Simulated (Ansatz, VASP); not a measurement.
**Ba: VASP beside Ansatz**

Contents of INCAR:

```
PREC     = Accurate       # precision mode
ENCUT    = 520            # plane-wave cutoff, eV
EDIFF    = 1E-6           # SCF threshold, eV
ISMEAR   = -1             # smearing method
SIGMA    = 0.1            # smearing width, eV
LREAL    = False          # projectors in reciprocal space
LASPH    = True           # aspherical terms in the spheres
NELM     = 80             # most SCF steps
ALGO     = Normal         # electronic algorithm
ISIF     = 2              # what is computed and relaxed
LWAVE    = False          # write WAVECAR
LCHARG   = False          # write CHGCAR
GGA      = RP             # functional
NBANDS   = 28             # bands
```

The input KPOINTS:

```
Automatic mesh
0
Gamma
  9 9 3
```

The input POSCAR:

```
Ba
1.0
    4.6702300771      0.0000000000      0.0000000000
   -2.3351150385      4.0445378883      0.0000000000
    0.0000000000      0.0000000000     15.2618303144
Ba
4
Direct
    0.0000000000      1.0000000000      1.0000000000
    0.0000000000      1.0000000000      0.5000000000
    0.3333333333      0.6666666667      0.2500000000
    0.6666666667      0.3333333333      0.7500000000
```

Input for Ansatz:

```yaml
crystal:
  lattice:
    - [4.6702300771, 0.0, 0.0]
    - [-2.3351150385, 4.0445378883, 0.0]
    - [0.0, 0.0, 15.2618303144]
  atoms:
    - { symbol: Ba, position: [0.0, 1.0, 1.0] }
    - { symbol: Ba, position: [0.0, 1.0, 0.5] }
    - { symbol: Ba, position: [0.3333333333, 0.6666666667, 0.25] }
    - { symbol: Ba, position: [0.6666666667, 0.3333333333, 0.75] }
hamiltonian:
  xc: rpbe
  pseudopotentials:
    kind: paw
    azcp:
      Ba: "pseudopotentials/Ba.paw.azcp"
basis:
  ecutwfc: 420
  fft_grid_basis: typed
kpoints:
  mp_grid: { grid: [9, 9, 3], shift: [0, 0, 0] }
magnetization:
  spin_polarized: false
scf:
  occupations: { method: fermi_dirac, width: 0.1 }
  lower_state_search: "off"
output:
  stress: true
```

Alike in both runs: task single point; functional RPBE; k mesh 9 × 9 × 3; occupations fermi-dirac, width 0.1 eV; no spin polarisation.

|  | VASP | Ansatz |
| --- | --- | --- |
| version | VASP 6.6.1 | Ansatz 0.2.0 |
| potentials or method | VASP PAW PBE potentials, release 64 (Ba_sv), cutoff 520 eV | plane waves (420 eV) with PAW, scalar-relativistic |
| valence electrons in the cell | 40 | 40 |

```tsv
	VASP	Ansatz	Ansatz less VASP
pressure (GPa)	-0.2	-0.2	-0.02
```

VASP's potentials were made for PBE, not for RPBE. The functional is the same, so the differences come from potentials, cutoffs and numerics.

Spin-orbit coupling is off throughout.
